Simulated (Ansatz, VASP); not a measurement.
## NiO in VASP and in Ansatz

```xyz
2
Lattice="0.0000 2.0859 2.0859 2.0859 0.0000 2.0859 2.0859 2.0859 0.0000" Properties=species:S:1:pos:R:3 pbc="T T T"
Ni    0.0000    0.0000    0.0000
O     2.0859    2.0859    1.9859
```

Alike in both runs: task single point; functional PBE; k mesh 11 × 11 × 11; occupations fermi-dirac, width 0.05 eV; collinear spin.

```csv
,VASP,Ansatz
version,VASP 6.6.1,Ansatz 0.2.0
potentials or method,"VASP PAW PBE potentials, release 64 (Ni, O)","plane waves, PAW"
plane-wave cutoff (eV),520,420
valence electrons in the cell,16,24
```

Ansatz gave:

```
rms of the force components (eV/Å)                            : 0.162
net moment per atom (μB)                                      : 0.91
size of the moment on the site where the two differ most (μB) : 1.43
```

Task: Estimate VASP's values.

Result: rms of the force components (eV/Å): 0.181; net moment per atom (μB): 0.89; size of the moment on the site where the two differ most (μB): 1.45.

Site moments also hang on the region over which each program counts them. Atom by atom the forces differ by 0.019 eV/Å (rms over components). With one functional, cell and mesh, what is left measures potentials, basis and numerics. VASP's potentials hold 16 valence electrons a cell and Ansatz's 24, so a difference there can come from the potentials and not from the codes.
